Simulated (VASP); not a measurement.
# HfB2 (P6/mmm) in VASP: a series of runs

Runs on HfB2. Level: PBE+U. Tasks: single point.

Program: VASP 6.6.1. These are calculated values, not measurements. Logs are shortened: lines on timing, memory, paths and dates and some standing lists are left out, and cuts for length are marked.

## (1) The cell of the first run

Symmetry: P6/mmm, No. 191, hexagonal system. The conventional cell has a = 3.148 Å, b = 3.148 Å, c = 3.526 Å, α = 90.00°, β = 90.00°, γ = 120.00°. Within 3.3 Å of Hf (site symmetry 6/mmm) lie 12 B at 2.53 Å and 6 Hf at 3.15 Å. B (site symmetry -6m2) has 3 B at 1.82 Å within 2.4 Å.

## (2) Single point, PBE+U

INCAR reads:

```
SYSTEM = HfB2
ALGO = Normal ; EDIFF = 1E-6
ENCUT = 520 ; GGA = PE
ISIF = 2 ; ISMEAR = -1
LASPH = .True. ; LCHARG = .False.
LDAU = .True. ; LDAUJ = 0 0
LDAUL = 2 -1 ; LDAUPRINT = 1
LDAUTYPE = 2 ; LDAUU = 3 0
LMAXMIX = 4 ; LREAL = .False.
LWAVE = .False. ; NBANDS = 15
NELM = 150 ; PREC = Accurate
SIGMA = 0.05
```

KPOINTS reads:

```
k-points
0
Gamma
  10 10 8
  0 0 0
```

POSCAR reads:

```
HfB2
1.0
    3.1483510755      0.0000000000      0.0000000000
   -1.5741755377      2.7265520114      0.0000000000
    0.0000000000      0.0000000000      3.5260674076
Hf B
1 2
Direct
    0.0000000000      0.0000000000      0.0000000000
    0.6666666667      0.3333333333      0.5000000000
    0.3333333333      0.6666666667      0.5000000000
```

Potentials or basis: VASP PAW PBE potentials, release 64 (Hf_pv, B).

Run with:

```console
> cat potpaw_PBE.64/Hf_pv/POTCAR potpaw_PBE.64/B/POTCAR > POTCAR
> mpirun -np 1 vasp_std > vasp.out
```

OUTCAR:

```text
SYSTEM = HfB2
   EDIFF = 1E-6
   ENCUT = 520
   GGA = PE
   ISIF = 2
   ISMEAR = -1
   LASPH = .True.
   LREAL = .False.
   NELM = 150
   PREC = Accurate

 ion  position               nearest neighbor table
   1  0.000  0.000  0.000-   2 2.53   3 2.53   2 2.53   3 2.53   3 2.53   3 2.53   2 2.53   2 2.53
                             2 2.53   2 2.53   3 2.53   3 2.53
   2  0.667  0.333  0.500-   3 1.82   3 1.82   3 1.82   1 2.53   1 2.53   1 2.53   1 2.53   1 2.53
                             1 2.53
   3  0.333  0.667  0.500-   2 1.82   2 1.82   2 1.82   1 2.53   1 2.53   1 2.53   1 2.53   1 2.53
                             1 2.53

  LATTYP: Found a hexagonal cell.
 ALAT       =     3.1483510755
 C/A-ratio  =     1.1199727486

  Lattice vectors:

 A1 = (   3.1483510755,   0.0000000000,   0.0000000000)
 A2 = (  -1.5741755377,   2.7265520114,   0.0000000000)
 A3 = (   0.0000000000,   0.0000000000,   3.5260674076)

Analysis of symmetry for initial positions (statically):
=====================================================================
 Subroutine PRICEL returns:
 Original cell was already a primitive cell.

 Routine SETGRP: Setting up the symmetry group for a
 hexagonal supercell.

 Subroutine GETGRP returns: Found 24 space group operations
 (whereof 24 operations were pure point group operations)
 out of a pool of 24 trial point group operations.

The static configuration has the point symmetry D_6h.

Analysis of symmetry for dynamics (positions and initial velocities):
=====================================================================
 Subroutine PRICEL returns:
 Original cell was already a primitive cell.

 Routine SETGRP: Setting up the symmetry group for a
 hexagonal supercell.

 Subroutine GETGRP returns: Found 24 space group operations
 (whereof 24 operations were pure point group operations)
 out of a pool of 24 trial point group operations.

The dynamic configuration has the point symmetry D_6h.

 Subroutine INISYM returns: Found 24 space group operations
 (whereof 24 operations are pure point group operations),
 and found     1 'primitive' translations

----------------------------------------------------------------------------------------

                                     Primitive cell

  volume of cell :      30.2683

  direct lattice vectors                    reciprocal lattice vectors
     3.148351075  0.000000000  0.000000000     0.317626585  0.183381794  0.000000000
    -1.574175538  2.726552011  0.000000000     0.000000000  0.366763589  0.000000000
     0.000000000  0.000000000  3.526067408     0.000000000  0.000000000  0.283602066

  length of vectors
     3.148351075  3.148351075  3.526067408     0.366763589  0.366763589  0.283602066

  position of ions in fractional coordinates (direct lattice)
     0.000000000  0.000000000  0.000000000
     0.666666667  0.333333333  0.500000000
     0.333333333  0.666666667  0.500000000

  ion indices of the primitive-cell ions
   primitive index   ion index
                 1           1
                 2           2
                 3           3

----------------------------------------------------------------------------------------

 KPOINTS: k-points

Automatic generation of k-mesh.
 Grid dimensions read from file:
 generate k-points for:   10   10    8

 Generating k-lattice:

  Cartesian coordinates                     Fractional coordinates (reciprocal lattice)
     0.031762658  0.018338179  0.000000000     0.100000000 -0.000000000  0.000000000
     0.000000000  0.036676359  0.000000000     0.000000000  0.100000000  0.000000000
     0.000000000  0.000000000  0.035450258     0.000000000  0.000000000  0.125000000

  Length of vectors
     0.036676359  0.036676359  0.035450258

  Shift w.r.t. Gamma in fractional coordinates (k-lattice)
     0.000000000  0.000000000  0.000000000

[... 49 lines left out ...]
   NELM   =    150;   NELMIN=  2; NELMDL= -5     # of ELM steps
   EDIFF  = 0.1E-05   stopping-criterion for ELM
   LREAL  =      F    real-space projection
   EDIFFG = 0.1E-04   stopping-criterion for IOM
   NSW    =      0    number of steps for IOM
   IBRION =     -1    ionic relax: 0-MD 1-quasi-New 2-CG
   NFREE  =      0    steps in history (QN), initial steepest desc. (CG)
   ISIF   =      2    stress and relaxation
   ISYM   =      2    0-nonsym 1-usesym 2-fastsym
   POTIM  = 0.5000    time-step for ionic-motion
   TEBEG  =    0.0;   TEEND  =   0.0 temperature during run
   PSTRESS=    0.0 pullay stress
   NELECT =      16.0000    total number of electrons
   NUPDOWN=      -1.0000    fix difference up-down
   EMIN   =  10.00;   EMAX   =-10.00  energy-range for DOS
   EFERMI =   0.00;   METHOD = LEGACY
   ISMEAR =    -1;   SIGMA  =   0.05  broadening in eV -4-tet -1-fermi 0-gaus
   EFERMI_NEDOS =   21; number of points for ismear=-14 and -15
   IALGO  =     38    algorithm
   IMIX   =      4    mixing-type and parameters
     AMIX     =   0.40;   BMIX     =  1.00
     AMIX_MAG =   1.60;   BMIX_MAG =  1.00
  volume/ion in A,a.u.               =      10.09        68.09
  Fermi-wavevector in a.u.,A,eV,Ry     =   1.323688  2.501408 23.839448  1.752150
  Thomas-Fermi vector in A             =   2.453278
   LORBIT       =      0    0 simple, 1 ext, 2 COOP (PROOUT), +10 PAW based schemes
 LDA+U is selected, type is set to LDAUTYPE =  2
   angular momentum for each species LDAUL =     2   -1
   U (eV)           for each species LDAUU =   3.0  0.0
   J (eV)           for each species LDAUJ =   0.0  0.0
   GGA     = PE    functional components
   LHFCALC =     F    Hartree Fock is set to
   AEXX    =    0.0000 exact exchange contribution
   IVDW    =     0    specifies the selected vdW correction
   LEPSILON=     F    determine dielectric tensor
   LRPA    =     F    only Hartree local field effects (RPA)
 non-spin polarized calculation
  energy-cutoff  :      520.00
  volume of cell :       30.27
 maximum number of plane-waves:       836
 NGX is ok and might be reduce to    24
   NGX = 11   NGY = 11   NGZ = 13

atom =   1  type =  1  l = 2

 onsite density matrix

spin component  1

  0.1832 -0.0000 -0.0000  0.0000  0.0000
 -0.0000  0.1724 -0.0000  0.0000  0.0000
 -0.0000 -0.0000  0.1560 -0.0000 -0.0000
  0.0000  0.0000 -0.0000  0.1724  0.0000
  0.0000  0.0000 -0.0000  0.0000  0.1832

spin component  2

  0.1832 -0.0000 -0.0000  0.0000  0.0000
 -0.0000  0.1724 -0.0000  0.0000  0.0000
 -0.0000 -0.0000  0.1560 -0.0000 -0.0000
  0.0000  0.0000 -0.0000  0.1724  0.0000
  0.0000  0.0000 -0.0000  0.0000  0.1832

 occupancies and eigenvectors

  o =  0.1560  v =  0.0000  0.0000  1.0000  0.0000  0.0000  0.0000  0.0000  0.0000  0.0000  0.0000      0.0000  0.0000  0.0000  0.0000  0.0000  0.0000  0.0000  0.0000  0.0000  0.0000
  o =  0.1560  v =  0.0000  0.0000  0.0000  0.0000  0.0000  0.0000  0.0000  1.0000  0.0000  0.0000      0.0000  0.0000  0.0000  0.0000  0.0000  0.0000  0.0000  0.0000  0.0000  0.0000
  o =  0.1724  v = -0.0000 -0.8026  0.0000  0.5965  0.0000  0.0000  0.0000  0.0000  0.0000  0.0000      0.0000  0.0000  0.0000  0.0000  0.0000  0.0000  0.0000  0.0000  0.0000  0.0000
  o =  0.1724  v =  0.0000  0.0000  0.0000  0.0000  0.0000 -0.0000 -0.8026  0.0000  0.5965  0.0000      0.0000  0.0000  0.0000  0.0000  0.0000  0.0000  0.0000  0.0000  0.0000  0.0000
  o =  0.1724  v =  0.0000  0.0000  0.0000  0.0000  0.0000 -0.0000  0.5965 -0.0000  0.8026 -0.0000      0.0000  0.0000  0.0000  0.0000  0.0000  0.0000  0.0000  0.0000  0.0000  0.0000
  o =  0.1724  v = -0.0000  0.5965 -0.0000  0.8026 -0.0000  0.0000  0.0000  0.0000  0.0000  0.0000      0.0000  0.0000  0.0000  0.0000  0.0000  0.0000  0.0000  0.0000  0.0000  0.0000
  o =  0.1832  v = -0.9988  0.0000  0.0000 -0.0000  0.0485  0.0000  0.0000  0.0000  0.0000  0.0000      0.0000  0.0000  0.0000  0.0000  0.0000  0.0000  0.0000  0.0000  0.0000  0.0000
  o =  0.1832  v =  0.0000  0.0000  0.0000  0.0000  0.0000 -0.9988  0.0000  0.0000 -0.0000  0.0485      0.0000  0.0000  0.0000  0.0000  0.0000  0.0000  0.0000  0.0000  0.0000  0.0000
  o =  0.1832  v = -0.0485 -0.0000  0.0000  0.0000 -0.9988  0.0000  0.0000  0.0000  0.0000  0.0000      0.0000  0.0000  0.0000  0.0000  0.0000  0.0000  0.0000  0.0000  0.0000  0.0000
  o =  0.1832  v =  0.0000  0.0000  0.0000  0.0000  0.0000 -0.0485 -0.0000  0.0000  0.0000 -0.9988      0.0000  0.0000  0.0000  0.0000  0.0000  0.0000  0.0000  0.0000  0.0000  0.0000

 number of electron      15.9999998 magnetization

 Free energy of the ion-electron system (eV)
  ---------------------------------------------------
  ext. energy  EPLUGINS =         0.00000000
  ---------------------------------------------------
  free energy    TOTEN  =       -24.19016206 eV

  energy without entropy =      -24.18763092  energy(sigma->0) =      -24.18889649

 E-fermi :   7.8524     XC(G=0): -12.5121

 val. band max:        7.7912066558   @ k =   0.2000   0.2000   0.1250
 cond. band min:       8.0120914793   @ k =   0.0000   0.0000   0.2500
 fundamental gap:      0.2208848235
 Fermi energy:         7.8524063259

 k-point     1 :       0.0000    0.0000    0.0000
  band No.  band energies     occupation
      1     -23.5070      2.00000
      2     -23.0316      2.00000
      3     -23.0316      2.00000
      4      -6.0160      2.00000
      5       4.7430      2.00000
      6       4.9160      2.00000
      7       5.0703      2.00000
      8       5.0703      2.00000
      9      12.1444      0.00000
     10      12.1444      0.00000
     11      12.4759      0.00000
     12      12.4759      0.00000
     13      12.6398      0.00000
     14      12.6524      0.00000
[... 401 lines left out ...]
      2     -23.4126      2.00000
      3     -23.2344      2.00000
      4      -2.2043      2.00000
      5      -0.8123      2.00000
      6       3.1790      2.00000
      7       4.0698      2.00000
      8       5.7384      2.00000
      9       8.9315      0.00000
     10      11.9888      0.00000
     11      12.0346      0.00000
     12      14.2872      0.00000
     13      15.0279      0.00000
     14      16.0353      0.00000
     15      18.4699      0.00000

 [... further k-points ...]
[... 5 lines left out ...]
  --------------------------------------------------------------------------------------
  -------------------------------------------------------------------------------------
  Total        0.9234725      0.9234725      0.9729113      0.0000000     -0.0000000     -0.0000000
  in kB       48.8817789     48.8817789     51.4987035      0.0000000     -0.0000000     -0.0000000
  external PRESSURE =      49.7540871 kB  Pullay stress =       0.0000000 kB

 VOLUME and BASIS-vectors are now :
 -----------------------------------------------------------------------------
  energy-cutoff  :      520.00
  volume of cell :       30.27
      direct lattice vectors                 reciprocal lattice vectors
     3.148351075  0.000000000  0.000000000     0.317626585  0.183381794  0.000000000
    -1.574175538  2.726552011  0.000000000     0.000000000  0.366763589  0.000000000
     0.000000000  0.000000000  3.526067408     0.000000000  0.000000000  0.283602066

 POSITION                                       TOTAL-FORCE (eV/Angst)
 -----------------------------------------------------------------------------------
      0.00000      0.00000      0.00000         0.000000      0.000000     -0.000000
      1.57418      0.90885      1.76303        -0.000000      0.000000     -0.000000
     -0.00000      1.81770      1.76303         0.000000     -0.000000      0.000000
 -----------------------------------------------------------------------------------
    total drift:                               -0.000000      0.000000      0.000000

  FREE ENERGIE OF THE ION-ELECTRON SYSTEM (eV)
  ---------------------------------------------------
  free  energy   TOTEN  =       -24.1901620555 eV

  energy  without entropy=      -24.1876309191  energy(sigma->0) =      -24.18889649
```

It took 37 s on 1 thread of Intel Xeon 8259CL, shared host; peak memory 0.16 GiB.

Results:

```yaml
Free_energy: -24.1902 eV
Pressure: 5.0 GPa
Band_gap_on_the_k_mesh: zero (band 8 reaches 8.69 eV, above the bottom of band 9 at 7.70 eV)
```

Eigenvalues of the final occupation matrices:
```
    site  spin  trace               eigenvalues
site 1 d     1   0.87  0.16 0.17 0.17 0.18 0.18
site 1 d     2   0.87  0.16 0.17 0.17 0.18 0.18
```

Caveat: spin-orbit coupling is left out, which moves the levels of the heavy elements; U without spin polarisation on a metal has little footing; the U is typed as a test and isn't derived for this compound.

[end of part 1 of 3]
